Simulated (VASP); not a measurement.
MgO: single point with LDA

MgO:

```
Mg O
1.0
     0.00000    2.03715    2.03715
     2.03715    0.00000    2.03715
     2.03715    2.03715    0.00000
Mg O
1 1
Cartesian
  0.0000 0.0000 0.0000
  2.0372 2.0372 2.0372
```

* Program: VASP 6.6.1
* Task: single point
* Functional: LDA
* Potentials or basis: VASP PAW LDA potentials, release 64 (Mg_sv, O)
* Cutoff: 840 eV
* k mesh: 10 × 10 × 10
* Occupations: gaussian, width 0.02 eV
* Spin: no spin polarisation
* Dipole correction: no
* Further INCAR settings: ALGO = Normal; EDIFF = 1e-06; NBANDS = 15

| Property | Result |
| --- | --- |
| Pressure | 13.0 GPa |
| Band gap on the k mesh | 5.70 eV |

Levels at points of the mesh, in eV from the valence-band top:
```csv
k point,band 6,band 7,band 8,band 9,band 10,band 11
"(0.00, 0.00, 0.00)",0.00,0.00,0.00,5.70,16.07,16.07
"(0.50, 0.00, 0.00)",-5.15,-0.79,-0.79,8.38,13.55,17.04
"(0.50, 0.50, 0.00)",-4.54,-1.51,-1.51,8.97,10.85,13.97
```

It took 21 s on 1 thread of AMD EPYC 7R43 64-Core Processor (Zen 3), on a shared host, peak memory 0.11 GiB.

Caveat: the cell stands under pressure.
